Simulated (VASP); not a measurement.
A run of VASP 6.6.1:

File POSCAR:

```
SiO2
1.0
    2.5967353756      0.0000000000      0.0000000000
   -1.2983676878      2.2488388022      0.0000000000
    0.0000000000      0.0000000000      9.7275046822
Si O
2 4
Direct
    0.6666666667      0.3333333333      0.2499702065
    0.3333333333      0.6666666667      0.7500297935
    0.3333333333      0.6666666667      0.3599491762
    0.6666666667      0.3333333333      0.8600086936
    0.3333333333      0.6666666667      0.1399913064
    0.6666666667      0.3333333333      0.6400508238
```

File INCAR.step1:

```
  ALGO = Normal
  EDIFF = 1E-4
  ENCUT = 520
  GGA = PE
  ISMEAR = -1
  LASPH = T
  LCHARG = F
  LREAL = F
  LWAVE = T
  NBANDS = 25
  NELM = 100
  PREC = Accurate
  SIGMA = 0.03
```

File INCAR.step2:

```
  ALGO = Normal
  BPARAM = 11.95
  CPARAM = 0.0093
  EDIFF = 1E-6
  ENCUT = 520
  ISIF = 2
  ISMEAR = -1
  ISTART = 1
  IVDW_NL = 2
  LASPH = T
  LCHARG = F
  LMIXTAU = T
  LREAL = F
  LUSE_VDW = T
  LWAVE = F
  METAGGA = R2SCAN
  NBANDS = 25
  NELM = 100
  PREC = Accurate
  SIGMA = 0.03
```

The input KPOINTS:

```
k-points
0
Gamma
  12 12 4
```

Potentials or basis: VASP PAW PBE potentials, release 64 (Si, O).

Command:

```bash
$ cat potpaw_PBE.64/Si/POTCAR potpaw_PBE.64/O/POTCAR > POTCAR
$ cp INCAR.step1 INCAR
$ mpirun -np 1 vasp_std > vasp.out
$ cp INCAR.step2 INCAR
$ mpirun -np 1 vasp_std > vasp.out
```

Hardware: 1 thread of Intel(R) Xeon(R) 6975P-C (Granite Rapids) (shared host).

Problem. How long does it take, and how much memory?

Solution. Run time: 3.2 min on 1 thread of Intel(R) Xeon(R) 6975P-C (Granite Rapids), on a shared host, peak memory 0.33 GiB. Counts: k points 69.
